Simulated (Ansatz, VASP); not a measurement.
## Ir in VASP and in Ansatz

```
CELL_PARAMETERS angstrom
0.00000 1.91513 1.91513
1.91513 0.00000 1.91513
1.91513 1.91513 0.00000
ATOMIC_POSITIONS crystal
Ir 0.00000 0.00000 0.00000
```

Alike in both runs: functional PBEsol; k mesh 18 × 18 × 18; occupations gaussian, width 0.1 eV; no spin polarisation.

Ansatz relaxed the structure, and its values are those at the end. VASP's run is a single point on that final structure, the one shown.

```csv
,VASP,Ansatz
version,VASP 6.6.1,Ansatz 0.2.0
potentials or method,"VASP PAW PBE potentials, release 64 (Ir_sv_GW), cutoff 500 eV","scalar-relativistic, plane waves, PAW"
valence electrons in the cell,17,17
```

Ansatz gave:

```
gap on the k mesh at the Fermi level (eV) : none
pressure (GPa)                            : 0.0
```

Question: Which values does VASP return?

Answer: gap on the k mesh at the Fermi level (eV): none; pressure (GPa): -3.3.

VASP's potentials were made for PBE, not for PBEsol. A gap of «none» marks a metal or a gap that the smearing closes. The functional is the same, so the differences come from potentials, cutoffs and numerics.

Spin-orbit coupling is off throughout.
